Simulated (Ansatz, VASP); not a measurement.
# Two plane-wave programs on Mg2ZnSe2S

```
Mg Zn Se S
1.0
     4.91469    0.00000    0.00000
     0.00000    4.91469    0.00000
     0.00000    0.00000    6.38820
Mg Zn Se S
2 1 2 1
Direct
  0.00000 0.00000 0.80589
  0.00000 0.00000 0.41224
  0.00000 0.00000 0.14901
  0.50000 0.00000 0.77418
  0.00000 0.50000 0.77418
  0.50000 0.50000 0.52277
```

Alike in both runs: task single point; functional PBE; k mesh 4 × 4 × 4; occupations gaussian, width 0.1 eV; no spin polarisation.

|  | VASP | Ansatz |
| --- | --- | --- |
| version | VASP 6.6.1 | Ansatz 0.2.0 |
| potentials or method | VASP PAW PBE potentials, release 64 (Mg, Zn, Se, S), cutoff 520 eV | scalar-relativistic, plane waves, PAW |
| valence electrons in the cell | 34 | 70 |

```tsv
	VASP	Ansatz	Ansatz less VASP
gap on the k mesh at the Fermi level (eV)	none	none	-
pressure (GPa)	13.8	14.1	+0.36
traceless stress, the component that is largest in VASP (GPa)	25.81	26.48	+0.674
rms of the force components (eV/Å)	4.783	4.966	+0.1838
```

Atom by atom the forces differ by 0.184 eV/Å (rms over components). A gap of «none» marks a metal or a gap that the smearing closes. VASP's potentials hold 34 valence electrons a cell and Ansatz's 70, so a difference there can come from the potentials and not from the codes.
